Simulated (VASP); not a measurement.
# La2O3 (P4/mmm) in VASP: a series of runs, part 3 of 3

VASP 6.6.1. The steps go on from the part before.

### Step 6. Relaxation of cell and atoms, PBE

This run uses another cell than the first one, of 24.12 Å³/atom, 1.235 times its volume.

The input, INCAR:

```
PREC = Accurate
ENCUT = 600
EDIFF = 1E-6
ISMEAR = 0
SIGMA = 0.1
LREAL = False
LASPH = True
NELM = 80
ALGO = Normal
ISIF = 3
LWAVE = False
LCHARG = False
GGA = PE
IBRION = 2
NSW = 100
EDIFFG = -0.01
```

The input, KPOINTS:

```
Automatic mesh
0
Gamma
  8 8 6
```

The input, POSCAR:

```
La2O3
1.0
    4.5129254842      0.0000000000      0.0000000000
    0.0000000000      4.5129254842      0.0000000000
    0.0000000000      0.0000000000      5.9215252901
La O
2 3
Direct
    0.0000000000      0.5000000000      0.0000000000
    0.5000000000      0.0000000000      0.0000000000
    0.5000000000      0.5000000000      0.1889346979
    0.5000000000      0.5000000000      0.8110653021
    0.5000000000      0.5000000000      0.5000000000
```

Potentials or basis: VASP PAW PBE potentials, release 64 (La, O).

The run is started by

```
cat potpaw_PBE.64/La/POTCAR potpaw_PBE.64/O/POTCAR > POTCAR
mpirun -np 1 vasp_std > vasp.out
```

OUTCAR:

```text
PREC = Accurate
   ENCUT = 600
   EDIFF = 1E-6
   ISMEAR = 0
   LREAL = False
   LASPH = True
   NELM = 80
   ISIF = 3
   GGA = PE
   IBRION = 2
   NSW = 100
   EDIFFG = -0.01

 ion  position               nearest neighbor table
   1  0.000  0.500  0.000-   3 2.52   4 2.52   3 2.52   4 2.52   2 3.19   2 3.19   2 3.19   2 3.19

   2  0.500  0.000  0.000-   3 2.52   4 2.52   3 2.52   4 2.52   1 3.19   1 3.19   1 3.19   1 3.19

   3  0.500  0.500  0.189-   5 1.84   2 2.52   1 2.52   2 2.52   1 2.52
   4  0.500  0.500  0.811-   5 1.84   2 2.52   1 2.52   2 2.52   1 2.52
   5  0.500  0.500  0.500-   3 1.84   4 1.84

  LATTYP: Found a simple tetragonal cell.
 ALAT       =     4.5129254842
 C/A-ratio  =     1.3121256513

  Lattice vectors:

 A1 = (   4.5129254842,   0.0000000000,   0.0000000000)
 A2 = (   0.0000000000,   4.5129254842,   0.0000000000)
 A3 = (   0.0000000000,   0.0000000000,   5.9215252901)

Analysis of symmetry for initial positions (statically):
=====================================================================
 Subroutine PRICEL returns:
 Original cell was already a primitive cell.

 Routine SETGRP: Setting up the symmetry group for a
 simple tetragonal supercell.

 Subroutine GETGRP returns: Found 16 space group operations
 (whereof 16 operations were pure point group operations)
 out of a pool of 16 trial point group operations.

The static configuration has the point symmetry D_4h.

Analysis of symmetry for dynamics (positions and initial velocities):
=====================================================================
 Subroutine PRICEL returns:
 Original cell was already a primitive cell.

 Routine SETGRP: Setting up the symmetry group for a
 simple tetragonal supercell.

 Subroutine GETGRP returns: Found 16 space group operations
 (whereof 16 operations were pure point group operations)
 out of a pool of 16 trial point group operations.

The dynamic configuration has the point symmetry D_4h.

 Subroutine INISYM returns: Found 16 space group operations
 (whereof 16 operations are pure point group operations),
 and found     1 'primitive' translations

----------------------------------------------------------------------------------------

                                     Primitive cell

  volume of cell :     120.6007

  direct lattice vectors                    reciprocal lattice vectors
     4.512925484  0.000000000  0.000000000     0.221585755  0.000000000  0.000000000
     0.000000000  4.512925484  0.000000000     0.000000000  0.221585755  0.000000000
     0.000000000  0.000000000  5.921525290     0.000000000  0.000000000  0.168875408

  length of vectors
     4.512925484  4.512925484  5.921525290     0.221585755  0.221585755  0.168875408

  position of ions in fractional coordinates (direct lattice)
     0.000000000  0.500000000  0.000000000
     0.500000000  0.000000000  0.000000000
     0.500000000  0.500000000  0.188934698
     0.500000000  0.500000000  0.811065302
     0.500000000  0.500000000  0.500000000

  ion indices of the primitive-cell ions
   primitive index   ion index
                 1           1
                 2           2
                 3           3
                 4           4
[... 27 lines left out ...]

 Following reciprocal coordinates:
            Coordinates               Weight
  0.000000  0.000000  0.000000      1.000000
  0.125000  0.000000  0.000000      4.000000
  0.250000  0.000000  0.000000      4.000000
  0.375000  0.000000  0.000000      4.000000
  0.500000  0.000000  0.000000      2.000000
  0.125000  0.125000  0.000000      4.000000
[... 16 lines left out ...]
  0.375000  0.125000  0.166667     16.000000
  0.500000  0.125000  0.166667      8.000000
 [... further k-points ...]
   k-points           NKPTS =     60   k-points in BZ     NKDIM =     60   number of bands    NBANDS=     24
   number of dos      NEDOS =    301   number of ions     NIONS =      5
   total plane-waves  NPLWV =  62208
   dimension x,y,z NGX =    36 NGY =   36 NGZ =   48
   dimension x,y,z NGXF=    72 NGYF=   72 NGZF=   96
   ions per type =               2   3
   NGX,Y,Z   is equivalent  to a cutoff of  13.26, 13.26, 13.48 a.u.
   NGXF,Y,Z  is equivalent  to a cutoff of  26.52, 26.52, 26.95 a.u.
 SYSTEM =  unknown system
   PREC   = accura    normal or accurate (medium, high low for compatibility)
   ISTART =      0    job   : 0-new  1-cont  2-samecut
   ICHARG =      2    charge: 1-file 2-atom 10-const
   ISPIN  =      1    spin polarized calculation?
   LNONCOLLINEAR =      F non collinear calculations
   LSORBIT =      F    spin-orbit coupling
   LASPH  =      T    aspherical Exc in radial PAW
   ENCUT  =  600.0 eV  44.10 Ry    6.64 a.u.   9.01  9.01 11.83*2*pi/ulx,y,z
   NELM   =     80;   NELMIN=  2; NELMDL= -5     # of ELM steps
   EDIFF  = 0.1E-05   stopping-criterion for ELM
   LREAL  =      F    real-space projection
   EDIFFG = -.1E-01   stopping-criterion for IOM
   NSW    =    100    number of steps for IOM
   IBRION =      2    ionic relax: 0-MD 1-quasi-New 2-CG
   NFREE  =      1    steps in history (QN), initial steepest desc. (CG)
   ISIF   =      3    stress and relaxation
   ISYM   =      2    0-nonsym 1-usesym 2-fastsym
   POTIM  = 0.5000    time-step for ionic-motion
   TEBEG  =    0.0;   TEEND  =   0.0 temperature during run
   PSTRESS=    0.0 pullay stress
   NELECT =      40.0000    total number of electrons
   NUPDOWN=      -1.0000    fix difference up-down
   EMIN   =  10.00;   EMAX   =-10.00  energy-range for DOS
   EFERMI =   0.00;   METHOD = LEGACY
   ISMEAR =     0;   SIGMA  =   0.10  broadening in eV -4-tet -1-fermi 0-gaus
   EFERMI_NEDOS =   21; number of points for ismear=-14 and -15
   IALGO  =     38    algorithm
   IMIX   =      4    mixing-type and parameters
     AMIX     =   0.40;   BMIX     =  1.00
     AMIX_MAG =   1.60;   BMIX_MAG =  1.00
  volume/ion in A,a.u.               =      24.12       162.77
  Fermi-wavevector in a.u.,A,eV,Ry     =   1.133213  2.141462 17.472215  1.284172
  Thomas-Fermi vector in A             =   2.269915
   LORBIT       =      0    0 simple, 1 ext, 2 COOP (PROOUT), +10 PAW based schemes
   GGA     = PE    functional components
   LHFCALC =     F    Hartree Fock is set to
   AEXX    =    0.0000 exact exchange contribution
   IVDW    =     0    specifies the selected vdW correction
   LEPSILON=     F    determine dielectric tensor
   LRPA    =     F    only Hartree local field effects (RPA)
 conjugate gradient relaxation of ions
 non-spin polarized calculation
 Gauss-broadening in eV      SIGMA  =   0.10
  energy-cutoff  :      600.00
  volume of cell :      120.60
 maximum number of plane-waves:      4064
   NGX = 19   NGY = 19   NGZ = 23

--------------------------------------- Ionic step        1  -------------------------------------------

 number of electron      39.9999999 magnetization

 Free energy of the ion-electron system (eV)
  ---------------------------------------------------
  ext. energy  EPLUGINS =         0.00000000
  ---------------------------------------------------
  free energy    TOTEN  =       -29.79504565 eV

  energy without entropy =      -29.78527107  energy(sigma->0) =      -29.79015836

------------------------ aborting loop because EDIFF is reached ----------------------------------------

  FORCE on cell =-STRESS in cart. coord.  units (eV):
  Direction    XX          YY          ZZ          XY          YZ          ZX
  --------------------------------------------------------------------------------------
  -------------------------------------------------------------------------------------
  Total        0.6749757      0.6749757     -0.0223118      0.0000000      0.0000000      0.0000000
  in kB        8.9670341      8.9670341     -0.2964112      0.0000000      0.0000000      0.0000000
  external PRESSURE =       5.8792190 kB  Pullay stress =       0.0000000 kB
[... 104 lines left out ...]
--------------------------------------- Ionic step        4  -------------------------------------------

 number of electron      40.0000005 magnetization

 Free energy of the ion-electron system (eV)
  ---------------------------------------------------
  ext. energy  EPLUGINS =         0.00000000
  ---------------------------------------------------
  free energy    TOTEN  =       -29.79901925 eV

  energy without entropy =      -29.79033185  energy(sigma->0) =      -29.79467555

 E-fermi :   4.1298     XC(G=0):  -8.2758

 val. band max:        4.1226561363   @ k =   0.5000   0.2500   0.3333
 cond. band min:       4.2138329198   @ k =   0.3750   0.2500   0.5000
 fundamental gap:      0.0911767835
 Fermi energy:         4.1297821898

 k-point     1 :       0.0000    0.0000    0.0000
  band No.  band energies     occupation
      1     -28.7936      2.00000
      2     -28.0847      2.00000
      3     -14.6106      2.00000
      4     -14.1125      2.00000
      5     -13.3423      2.00000
      6     -13.3423      2.00000
[... 637 lines left out ...]
     23       5.9598      0.00000
     24       5.9751      0.00000

 [... further k-points ...]
[... 5 lines left out ...]
  --------------------------------------------------------------------------------------
  -------------------------------------------------------------------------------------
  Total       -0.0005475     -0.0005475     -0.0164484      0.0000000     -0.0000000      0.0000000
  in kB       -0.0072020     -0.0072020     -0.2163592      0.0000000     -0.0000000      0.0000000
  external PRESSURE =      -0.0769210 kB  Pullay stress =       0.0000000 kB
[... 20 lines left out ...]
  FREE ENERGIE OF THE ION-ELECTRON SYSTEM (eV)
  ---------------------------------------------------
  free  energy   TOTEN  =       -29.7990192477 eV

  energy  without entropy=      -29.7903318479  energy(sigma->0) =      -29.79467555

 reached required accuracy - stopping structural energy minimisation
```

OSZICAR:

```text
N       E                     dE             d eps       ncg     rms          rms(c)
DAV:   1     0.532779772657E+03    0.53278E+03   -0.17680E+04  2888   0.259E+03
DAV:   2     0.118272239907E+03   -0.41451E+03   -0.40851E+03  4288   0.396E+02
[... 41 lines left out ...]
DAV:   1    -0.297987057371E+02    0.13040E-05   -0.14612E-01  3488   0.318E+00    0.836E-02
DAV:   2    -0.297991430009E+02   -0.43726E-03   -0.78038E-03  4776   0.832E-01    0.983E-02
DAV:   3    -0.297990480949E+02    0.94906E-04   -0.11105E-03  5120   0.204E-01    0.402E-02
DAV:   4    -0.297990188867E+02    0.29208E-04   -0.13838E-04  5352   0.111E-01    0.140E-02
DAV:   5    -0.297990192795E+02   -0.39280E-06   -0.25516E-05  5232   0.383E-02    0.744E-03
DAV:   6    -0.297990192477E+02    0.31805E-07   -0.43648E-06  3704   0.146E-02
   4 F= -.29799019E+02 E0= -.29794676E+02  d E =-.312582E-03
```

Run time: 5.6 min. Hardware: 1 thread of Intel Xeon 6975P-C (Granite Rapids), shared host; peak memory 0.4 GiB.

What came out:

| Property | Result |
| --- | --- |
| Free energy | -29.7990 eV |
| Relaxed volume | 24.36 Å³/atom |
| Relaxed cell | a = 4.537 Å, b = 4.537 Å, c = 5.916 Å, α = 90.00°, β = 90.00°, γ = 90.00° |
| Space group after relaxing (to 0.05 Å) | P4/mmm (No. 123) |
| Energy gained by relaxing | 0.8 meV/atom |
| Ionic steps | 4 |
| Pressure after relaxing | 0.0 GPa |
| Largest force after relaxing | 0.005 eV/Å |
| Band gap on the k mesh | zero (band 20 reaches 4.59 eV, above the bottom of band 21 at 3.89 eV) |

Forces on the atoms (eV/Å):
```
La   0.000  0.000  0.000
La   0.000  0.000  0.000
O    0.000  0.000 -0.005
O    0.000  0.000  0.005
O    0.000  0.000  0.000
```

Step by step:
| step | energy change (eV) | largest force (eV/Å) | pressure (GPa) | volume (Å³) |
| --- | --- | --- | --- | --- |
| 1 | 0.0000 | 0.0513 | 0.59 | 120.60 |
| 2 | -0.0035 | 0.0793 | -0.21 | 122.15 |
| 3 | -0.0037 | 0.0740 | -0.06 | 121.86 |
| 4 | -0.0040 | 0.0050 | -0.01 | 121.80 |

Final structure:
```cif
data_structure
_symmetry_space_group_name_H-M 'P 1'
_symmetry_Int_Tables_number 1
_cell_length_a 4.5374
_cell_length_b 4.5374
_cell_length_c 5.9162
_cell_angle_alpha 90.000
_cell_angle_beta 90.000
_cell_angle_gamma 90.000
_cell_volume 121.80
loop_
_atom_site_label
_atom_site_type_symbol
_atom_site_fract_x
_atom_site_fract_y
_atom_site_fract_z
_atom_site_occupancy
La1 La 0.00000 0.50000 0.00000 1
La2 La 0.50000 0.00000 0.00000 1
O1 O 0.50000 0.50000 0.18799 1
O2 O 0.50000 0.50000 0.81201 1
O3 O 0.50000 0.50000 0.50000 1
```

Levels at points of the mesh, in eV from the Fermi level:
| k point | band 16 | band 17 | band 18 | band 19 | band 20 | band 21 | band 22 | band 23 | band 24 |
| --- | --- | --- | --- | --- | --- | --- | --- | --- | --- |
| (0.00, 0.00, 0.00) | -2.89 | -2.89 | -2.01 | -0.84 | -0.14 | -0.14 | 1.44 | 1.79 | 1.90 |
| (0.50, 0.00, 0.00) | -2.93 | -2.71 | -0.99 | -0.14 | 0.46 | 1.13 | 1.60 | 1.62 | 1.68 |
| (0.50, 0.50, 0.00) | -2.64 | -2.64 | -0.83 | -0.83 | -0.40 | 1.10 | 1.10 | 1.40 | 1.93 |
| (0.00, 0.00, 0.50) | -2.42 | -2.01 | -0.83 | -0.27 | -0.27 | -0.23 | 1.58 | 1.71 | 1.90 |
| (0.50, 0.00, 0.50) | -2.49 | -0.39 | -0.26 | -0.17 | 0.33 | 0.97 | 1.55 | 1.62 | 1.68 |
| (0.50, 0.50, 0.50) | -3.10 | -0.62 | -0.35 | -0.35 | -0.16 | 1.00 | 1.00 | 1.42 | 1.77 |

Caveat: spin-orbit coupling is left out, which moves the levels of the heavy elements.

### Step 7. Summary

```tsv
task	cell	k mesh	cutoff (eV)	gap on the mesh (eV)	pressure (GPa)	relaxed volume (Å³/atom)	largest force (eV/Å)
single point	a = 3.984, b = 3.984, c = 6.153 Å, 5 atoms	4 × 4 × 4	520	none	19.2	-	4.95
single point	a = 4.513, b = 4.513, c = 5.922 Å, 5 atoms	4 × 4 × 4	520	none	-0.1	-	-
single point	a = 4.541, b = 4.541, c = 5.921 Å, 5 atoms	8 × 8 × 6	520	none	-0.1	-	0.02
relaxation of cell and atoms	relaxed from a = 3.984, b = 3.984, c = 6.153 Å, 5 atoms	4 × 4 × 4	600	none	0.0	24.02	-
relaxation of cell and atoms	relaxed from a = 4.513, b = 4.513, c = 5.922 Å, 5 atoms	8 × 8 × 6	600	none	0.0	24.36	0.01
```

Alike in all rows: level PBE; potentials or basis VASP PAW PBE potentials, release 64 (La, O); no spin polarisation; smearing gaussian 0.1 eV.

Caveats: some runs use coarse meshes; spin-orbit coupling is left out, which moves the levels of the heavy elements; forces of over 1 eV/Å act on the atoms, so gaps and moduli don't describe the material at rest (some runs); the volume moved by over 15 % at a fixed basis, so the end points are rough (some runs).

Total energies depend on the potentials used, so only differences within one code and one set of settings carry meaning.
